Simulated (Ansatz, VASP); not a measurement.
One calculation of SiPb2C13, two programs

```xyz
16
Lattice="-5.7942 5.7939 2.5838 -5.9821 2.3959 6.3799 -2.3961 5.9815 6.3796" Properties=species:S:1:pos:R:3 pbc="T T T"
C    -5.0113    8.5911    7.2125
C    -2.8130    0.8997    2.7098
C    -6.8874    5.2029    9.0894
C    -6.6895    5.0031    5.6213
C    -5.0096    6.6831    5.6215
C    -7.2454    7.2392    7.7661
C   -12.2315    9.6214   11.5100
C    -7.6148    5.8861    8.0526
C   -11.8046   11.7979   12.5642
C    -5.2916    5.2855    5.8777
C   -10.1026   10.0959   12.6291
C    -9.6280   12.2247   11.5099
C    -5.8924    7.6087    8.0526
Si   -8.3085    8.3024    6.6171
Pb   -5.0458    5.0405    1.0842
Pb   -3.8054    3.8023    6.8256
```

Alike in both runs: functional PBE; k mesh 3 × 3 × 3; occupations gaussian, width 0.1 eV; no spin polarisation.

Ansatz relaxed the structure, and its values are those at the end. VASP's run is a single point on that final structure, the one shown.

|  | VASP | Ansatz |
| --- | --- | --- |
| version | VASP 6.6.1 | Ansatz 0.2.0 |
| potentials or method | VASP PAW PBE potentials, release 64 (C, Si, Pb_d), cutoff 520 eV | scalar-relativistic, plane waves, PAW |
| valence electrons in the cell | 84 | 84 |

VASP gave:

- gap on the k mesh at the Fermi level (eV): none
- pressure (GPa): 0.2
- rms of the force components (eV/Å): 0.018

What did Ansatz give for the same quantities?

gap on the k mesh at the Fermi level (eV): none; pressure (GPa): 0.0; rms of the force components (eV/Å): 0.005.

A gap of «none» marks a metal or a gap that the smearing closes.

The k mesh is coarse, so the values compare programs but aren't converged. Neither program's run includes spin-orbit coupling.
